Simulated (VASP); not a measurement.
Input of a VASP 6.6.1 run:

The input POSCAR:

```
Rh
1.0
    2.7035119571      0.0000000000      0.0000000000
   -1.3517559785      2.3413100343      0.0000000000
    0.0000000000      0.0000000000      4.3568814147
Rh
2
Direct
    0.3333333333      0.6666666667      0.2500000000
    0.6666666667      0.3333333333      0.7500000000
```

File INCAR.step1:

```
ALGO = Normal ; EDIFF = 1E-4
ENCUT = 520 ; GGA = PE
ISMEAR = -1 ; LASPH = True
LCHARG = False ; LREAL = False
LWAVE = True ; NBANDS = 22
NELM = 60 ; PREC = Accurate
SIGMA = 0.1
```

The input INCAR.step2:

```
ALGO = Normal ; EDIFF = 1E-6
ENCUT = 520 ; ISIF = 2
ISMEAR = -1 ; ISTART = 1
LASPH = True ; LCHARG = False
LMIXTAU = True ; LREAL = False
LWAVE = False ; METAGGA = R2SCAN
NBANDS = 22 ; NELM = 60
PREC = Accurate ; SIGMA = 0.1
```

File KPOINTS:

```
k-points
0
Gamma
  22 22 12
```

Potentials or basis: VASP PAW PBE potentials, release 64 (Rh_pv).

The run is started by

```bash
$ cat potpaw_PBE.64/Rh_pv/POTCAR > POTCAR
$ cp INCAR.step1 INCAR
$ mpirun -np 1 vasp_std > vasp.out
$ cp INCAR.step2 INCAR
$ mpirun -np 1 vasp_std > vasp.out
```

Problem. Predict the band gap on the k mesh.

Solution. Zero (bands 15 and 16 overlap by 2.45 eV).

Problem. Predict the pressure.

Solution. 1.2 GPa.

Stress tensor (GPa, compression positive):
```
1.10 0.00 0.00
0.00 1.10 0.00
0.00 0.00 1.28
```

Caveat: the PAW data sets were made with another functional, which shifts forces and pressure a little.
